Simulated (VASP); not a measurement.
# SiO2 (Stishovite) in VASP: a series of runs

Runs on SiO2 (Stishovite). Level: r2SCAN. Tasks: single point.

Everything below comes from runs of VASP 6.6.1. Logs are shortened: lines on timing, memory, paths and dates and some standing lists are left out, and cuts for length are marked.

### 1 The cell of the first run

Symmetry: P4_2/mnm, No. 136, tetragonal system. The conventional cell has a = 4.372 Å, b = 4.372 Å, c = 2.788 Å, α = 90.00°, β = 90.00°, γ = 90.00°. Within 2.4 Å of Si (site symmetry mmm) lie 6 O at 1.82 to 1.93 Å. O (site symmetry m2m) has 3 Si at 1.82 to 1.93 Å and 1 O at 2.33 Å within 2.4 Å.

### 2 Single point, r2SCAN (strain +4.5%)

File POSCAR:

```
SiO2
1.0
    4.3718489319      0.0000000000      0.0000000000
    0.0000000000      4.3718489319      0.0000000000
    0.0000000000      0.0000000000      2.7878698140
Si O
2 4
Direct
    0.0000000000      0.0000000000      0.0000000000
    0.5000000000      0.5000000000      0.5000000000
    0.3114926534      0.3114926534      0.0000000000
    0.1885073466      0.8114926534      0.5000000000
    0.6885073466      0.6885073466      0.0000000000
    0.8114926534      0.1885073466      0.5000000000
```

File INCAR.step1:

```
SYSTEM = SiO2
ALGO = Normal
EDIFF = 1E-4
ENCUT = 520
GGA = PE
ISMEAR = 0
LASPH = .TRUE.
LCHARG = .FALSE.
LREAL = .FALSE.
LWAVE = .TRUE.
NBANDS = 25
NELM = 80
PREC = Accurate
SIGMA = 0.01
```

File INCAR.step2:

```
SYSTEM = SiO2
ALGO = Normal
EDIFF = 1E-6
ENCUT = 520
ISIF = 2
ISMEAR = 0
ISTART = 1
LASPH = .TRUE.
LCHARG = .TRUE.
LELF = .TRUE.
LMIXTAU = .TRUE.
LREAL = .FALSE.
LVHAR = .TRUE.
LWAVE = .FALSE.
METAGGA = R2SCAN
NBANDS = 25
NELM = 80
PREC = Accurate
SIGMA = 0.01
```

File KPOINTS:

```
k-points
0
G
  6 6 10
  0 0 0
```

Potentials or basis: VASP PAW PBE potentials, release 64 (Si, O).

Command:

```console
> cat potpaw_PBE.64/Si/POTCAR potpaw_PBE.64/O/POTCAR > POTCAR
> cp INCAR.step1 INCAR
> mpirun -np 1 vasp_std > vasp.out
> cp INCAR.step2 INCAR
> mpirun -np 1 vasp_std > vasp.out
```

OUTCAR:

```text
SYSTEM = SiO2
   EDIFF = 1E-6
   ENCUT = 520
   ISIF = 2
   ISMEAR = 0
   ISTART = 1
   LASPH = .TRUE.
   LREAL = .FALSE.
   METAGGA = R2SCAN
   NELM = 80
   PREC = Accurate

 ion  position               nearest neighbor table
   1  0.000  0.000  0.000-   4 1.82   6 1.82   4 1.82   6 1.82   5 1.93   3 1.93
   2  0.500  0.500  0.500-   3 1.82   5 1.82   3 1.82   5 1.82   4 1.93   6 1.93
   3  0.311  0.311  0.000-   2 1.82   2 1.82   1 1.93
   4  0.189  0.811  0.500-   1 1.82   1 1.82   2 1.93
   5  0.689  0.689  0.000-   2 1.82   2 1.82   1 1.93
   6  0.811  0.189  0.500-   1 1.82   1 1.82   2 1.93

  LATTYP: Found a simple tetragonal cell.
 ALAT       =     4.3718489319
 C/A-ratio  =     0.6376866761

  Lattice vectors:

 A1 = (   4.3718489319,   0.0000000000,   0.0000000000)
 A2 = (   0.0000000000,   4.3718489319,   0.0000000000)
 A3 = (   0.0000000000,   0.0000000000,   2.7878698140)

Analysis of symmetry for initial positions (statically):
=====================================================================
 Subroutine PRICEL returns:
 Original cell was already a primitive cell.

 Routine SETGRP: Setting up the symmetry group for a
 simple tetragonal supercell.

 Subroutine GETGRP returns: Found 16 space group operations
 (whereof  8 operations were pure point group operations)
 out of a pool of 16 trial point group operations.

The static configuration has the point symmetry D_2h.
 The point group associated with its full space group is D_4h.

Analysis of symmetry for dynamics (positions and initial velocities):
=====================================================================
 Subroutine PRICEL returns:
 Original cell was already a primitive cell.

 Routine SETGRP: Setting up the symmetry group for a
 simple tetragonal supercell.

 Subroutine GETGRP returns: Found 16 space group operations
 (whereof  8 operations were pure point group operations)
 out of a pool of 16 trial point group operations.

The dynamic configuration has the point symmetry D_2h.
 The point group associated with its full space group is D_4h.

 Subroutine INISYM returns: Found 16 space group operations
 (whereof  8 operations are pure point group operations),
 and found     1 'primitive' translations

----------------------------------------------------------------------------------------
[... 89 lines left out ...]
   NGX,Y,Z   is equivalent  to a cutoff of  13.69, 13.69, 14.31 a.u.
   NGXF,Y,Z  is equivalent  to a cutoff of  27.38, 27.38, 28.62 a.u.
 SYSTEM =  SiO2
   PREC   = accura    normal or accurate (medium, high low for compatibility)
   ISTART =      1    job   : 0-new  1-cont  2-samecut
   ICHARG =      0    charge: 1-file 2-atom 10-const
   ISPIN  =      1    spin polarized calculation?
   LNONCOLLINEAR =      F non collinear calculations
   LSORBIT =      F    spin-orbit coupling
   LASPH  =      T    aspherical Exc in radial PAW
   ENCUT  =  520.0 eV  38.22 Ry    6.18 a.u.   8.13  8.13  5.18*2*pi/ulx,y,z
   NELM   =     80;   NELMIN=  2; NELMDL=  0     # of ELM steps
   EDIFF  = 0.1E-05   stopping-criterion for ELM
   LREAL  =      F    real-space projection
[... 7 lines left out ...]
   TEBEG  =    0.0;   TEEND  =   0.0 temperature during run
   PSTRESS=    0.0 pullay stress
   NELECT =      32.0000    total number of electrons
   NUPDOWN=      -1.0000    fix difference up-down
   EMIN   =  10.00;   EMAX   =-10.00  energy-range for DOS
   EFERMI =   0.00;   METHOD = LEGACY
   ISMEAR =     0;   SIGMA  =   0.01  broadening in eV -4-tet -1-fermi 0-gaus
   EFERMI_NEDOS =   21; number of points for ismear=-14 and -15
   IALGO  =     38    algorithm
   IMIX   =      4    mixing-type and parameters
     AMIX     =   0.40;   BMIX     =  1.00
     AMIX_MAG =   1.60;   BMIX_MAG =  1.00
  volume/ion in A,a.u.               =       8.88        59.93
  Fermi-wavevector in a.u.,A,eV,Ry     =   1.381202  2.610094 25.956096  1.907719
  Thomas-Fermi vector in A             =   2.506008
   LORBIT       =      0    0 simple, 1 ext, 2 COOP (PROOUT), +10 PAW based schemes
   METAGGA = R2SCAN    functional components
   LHFCALC =     F    Hartree Fock is set to
   AEXX    =    0.0000 exact exchange contribution
   IVDW    =     0    specifies the selected vdW correction
   LEPSILON=     F    determine dielectric tensor
   LRPA    =     F    only Hartree local field effects (RPA)
 non-spin polarized calculation
 Gauss-broadening in eV      SIGMA  =   0.01
  energy-cutoff  :      520.00
  volume of cell :       53.28
 maximum number of plane-waves:      1456
 NGX is ok and might be reduce to    36
   NGX = 17   NGY = 17   NGZ = 11

 number of electron      32.0000005 magnetization

 Free energy of the ion-electron system (eV)
  ---------------------------------------------------
  ext. energy  EPLUGINS =         0.00000000
  ---------------------------------------------------
  free energy    TOTEN  =       -58.09557220 eV

  energy without entropy =      -58.09557220  energy(sigma->0) =      -58.09557220

 E-fermi :   6.1287     XC(G=0): -12.1625

 val. band max:        6.0131592514   @ k =   0.0000   0.0000   0.0000
 cond. band min:      10.4420985745   @ k =   0.0000   0.0000   0.0000
 fundamental gap:      4.4289393232
 Fermi energy:         6.1286653516

 k-point     1 :       0.0000    0.0000    0.0000
  band No.  band energies     occupation
      1     -16.2138      2.00000
      2     -13.2310      2.00000
      3     -13.1602      2.00000
      4     -13.1602      2.00000
      5      -3.8741      2.00000
      6       0.4022      2.00000
[... 661 lines left out ...]
     24      18.9330      0.00000
     25      20.3791      0.00000

 [... further k-points ...]
[... 5 lines left out ...]
  --------------------------------------------------------------------------------------
  -------------------------------------------------------------------------------------
  Total       -8.6991613     -8.6991613    -13.3415926     -0.0000000      0.0000000      0.0000000
  in kB     -261.5683436   -261.5683436   -401.1580152     -0.0000000      0.0000000      0.0000000
  external PRESSURE =    -308.0982341 kB  Pullay stress =       0.0000000 kB

 VOLUME and BASIS-vectors are now :
 -----------------------------------------------------------------------------
  energy-cutoff  :      520.00
  volume of cell :       53.28
      direct lattice vectors                 reciprocal lattice vectors
     4.371848932  0.000000000  0.000000000     0.228736174  0.000000000  0.000000000
     0.000000000  4.371848932  0.000000000     0.000000000  0.228736174  0.000000000
     0.000000000  0.000000000  2.787869814     0.000000000  0.000000000  0.358696807

 POSITION                                       TOTAL-FORCE (eV/Angst)
 -----------------------------------------------------------------------------------
      0.00000      0.00000      0.00000         0.000000      0.000000     -0.000000
      2.18592      2.18592      1.39393         0.000000      0.000000     -0.000000
      1.36180      1.36180      0.00000        -0.010092     -0.010092     -0.000000
      0.82413      3.54772      1.39393         0.010092     -0.010092     -0.000000
      3.01005      3.01005      0.00000         0.010092      0.010092      0.000000
      3.54772      0.82413      1.39393        -0.010092      0.010092      0.000000
 -----------------------------------------------------------------------------------
    total drift:                               -0.000000      0.000000      0.000000

  FREE ENERGIE OF THE ION-ELECTRON SYSTEM (eV)
  ---------------------------------------------------
  free  energy   TOTEN  =       -58.0955721987 eV

  energy  without entropy=      -58.0955721987  energy(sigma->0) =      -58.09557220
```

OUTCAR.step1:

```text
SYSTEM = SiO2
   EDIFF = 1E-4
   ENCUT = 520
   GGA = PE
   ISMEAR = 0
   LASPH = .TRUE.
   LREAL = .FALSE.
   NELM = 80
[... 910 lines left out ...]
      0.82413      3.54772      1.39393         0.076245     -0.076245     -0.000000
      3.01005      3.01005      0.00000         0.076245      0.076245      0.000000
      3.54772      0.82413      1.39393        -0.076245      0.076245     -0.000000
 -----------------------------------------------------------------------------------
    total drift:                               -0.000000      0.000000      0.000000

  FREE ENERGIE OF THE ION-ELECTRON SYSTEM (eV)
  ---------------------------------------------------
  free  energy   TOTEN  =       -45.9433958120 eV

  energy  without entropy=      -45.9433958120  energy(sigma->0) =      -45.94339581
```

OSZICAR.step1:

```text
N       E                     dE             d eps       ncg     rms          rms(c)
DAV:   1     0.136925160552E+03    0.13693E+03   -0.17200E+04  3008   0.121E+03
DAV:   2    -0.428318339667E+02   -0.17976E+03   -0.17168E+03  3811   0.273E+02
DAV:   3    -0.503866036744E+02   -0.75548E+01   -0.75143E+01  4002   0.538E+01
DAV:   4    -0.504406997210E+02   -0.54096E-01   -0.54077E-01  3413   0.525E+00
DAV:   5    -0.504411927848E+02   -0.49306E-03   -0.49295E-03  3998   0.474E-01    0.156E+01
DAV:   6    -0.458848146089E+02    0.45564E+01   -0.13377E+01  3683   0.242E+01    0.678E+00
DAV:   7    -0.459285864529E+02   -0.43772E-01   -0.60418E-01  3693   0.455E+00    0.273E+00
DAV:   8    -0.459367131511E+02   -0.81267E-02   -0.26761E-02  3849   0.139E+00    0.106E+00
DAV:   9    -0.459431759249E+02   -0.64628E-02   -0.10533E-02  3807   0.859E-01    0.256E-01
DAV:  10    -0.459434524861E+02   -0.27656E-03   -0.11537E-03  3791   0.225E-01    0.628E-02
DAV:  11    -0.459433958120E+02    0.56674E-04   -0.18316E-04  2781   0.975E-02
   1 F= -.45943396E+02 E0= -.45943396E+02  d E =-.339162E-91
```

Run time: 7.3 min. Hardware: 1 thread of AMD EPYC 7R43 (Zen 3), shared host; peak memory 0.17 GiB.

What came out:

| Item | Value |
| --- | --- |
| Free energy | -58.0956 eV |
| Pressure | -30.8 GPa |
| Largest force | 0.014 eV/Å |
| Band gap on the k mesh | 4.43 eV, direct |

Forces in eV/Å, atoms in the order of the input:
```
Si   0.000  0.000  0.000
Si   0.000  0.000  0.000
O   -0.010 -0.010  0.000
O    0.010 -0.010  0.000
O    0.010  0.010  0.000
O   -0.010  0.010  0.000
```

Levels at points of the mesh, in eV from the valence-band top:
| k point | band 13 | band 14 | band 15 | band 16 | band 17 | band 18 | band 19 | band 20 |
| --- | --- | --- | --- | --- | --- | --- | --- | --- |
| (0.00, 0.00, 0.00) | -2.61 | -0.73 | -0.73 | 0.00 | 4.43 | 6.82 | 8.47 | 8.47 |
| (0.50, 0.00, 0.00) | -2.53 | -2.53 | -0.97 | -0.97 | 6.90 | 6.90 | 9.03 | 9.03 |
| (0.50, 0.50, 0.00) | -2.15 | -2.15 | -1.86 | -1.86 | 6.64 | 6.64 | 9.75 | 9.75 |
| (0.00, 0.00, 0.50) | -2.43 | -2.43 | -2.31 | -2.31 | 8.52 | 8.52 | 11.84 | 11.84 |
| (0.50, 0.00, 0.50) | -1.98 | -1.98 | -1.45 | -1.45 | 8.54 | 8.54 | 9.43 | 9.43 |
| (0.50, 0.50, 0.50) | -1.66 | -1.66 | -1.26 | -1.26 | 6.98 | 6.98 | 10.65 | 10.65 |

Caveat: the cell differs from its parent crystal (strain +4.5%); the PAW data sets were made with another functional, which shifts forces and pressure a little.

[end of part 1 of 2]
